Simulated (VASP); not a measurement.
A run of VASP 6.6.1:

The input INCAR:

```
SYSTEM = Ag
  ALGO = Normal
  EDIFF = 1E-7
  ENCUT = 520
  GGA = PE
  ISIF = 2
  ISMEAR = -1
  LASPH = .TRUE.
  LCHARG = .FALSE.
  LREAL = .FALSE.
  LWAVE = .FALSE.
  NBANDS = 18
  NELM = 100
  PREC = Accurate
  SIGMA = 0.05
```

Contents of KPOINTS:

```
k-points
0
G
  14 14 14
  0 0 0
```

Contents of POSCAR:

```
Ag
1.0
    0.0000000000      2.9160861498      2.9160861498
    2.9160861498      0.0000000000      2.9160861498
    2.9160861498      2.9160861498      0.0000000000
Ag
2
Direct
    0.0000000000      0.0000000000      0.0000000000
    0.2500000000      0.2500000000      0.2500000000
```

Potentials or basis: VASP PAW PBE potentials, release 64 (Ag).

The run is started by

```bash
$ cat potpaw_PBE.64/Ag/POTCAR > POTCAR
$ mpirun -np 1 vasp_std > vasp.out
```

Hardware: 1 thread of Intel(R) Xeon(R) Platinum 8488C (Sapphire Rapids) (shared host).

Q: Estimate the wall time of this run.

A: Wall time 40 s on 1 thread of Intel(R) Xeon(R) Platinum 8488C (Sapphire Rapids) (shared host), peak memory 0.22 GiB. Counts: scf iterations 11, k points 104.
